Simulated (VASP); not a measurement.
Runs of VASP 6.6.1 on ZrO2 (Cubic zirconia). The structure is that of space group Fm-3m (No. 225), or close to it. The cells are those of the table. 

```csv
cell,gap on the mesh (eV),pressure (GPa)
"a = 3.487 Å, angles 60.0°, 3 atoms",3.71,33.1
"a = 3.678 Å, angles 60.0°, 3 atoms",3.25,-10.6
"a = 3.585 Å, angles 60.0°, 3 atoms",(b),6.9
"a = 3.520 Å, angles 60.0°, 3 atoms",3.63,(a)
"a = 3.553 Å, angles 60.0°, 3 atoms",3.55,14.4
```

Alike in all rows: task single point; level PBE; potentials or basis VASP PAW PBE potentials, release 64 (Zr_sv, O); no spin polarisation; k mesh 7 × 7 × 7; cutoff (eV) 600; smearing gaussian 0.01 eV.

Task: Estimate the missing entries.

Result: (a) 23.1; (b) 3.48.

A k mesh can miss the band edges, and the runs leave out spin-orbit coupling on Zr.
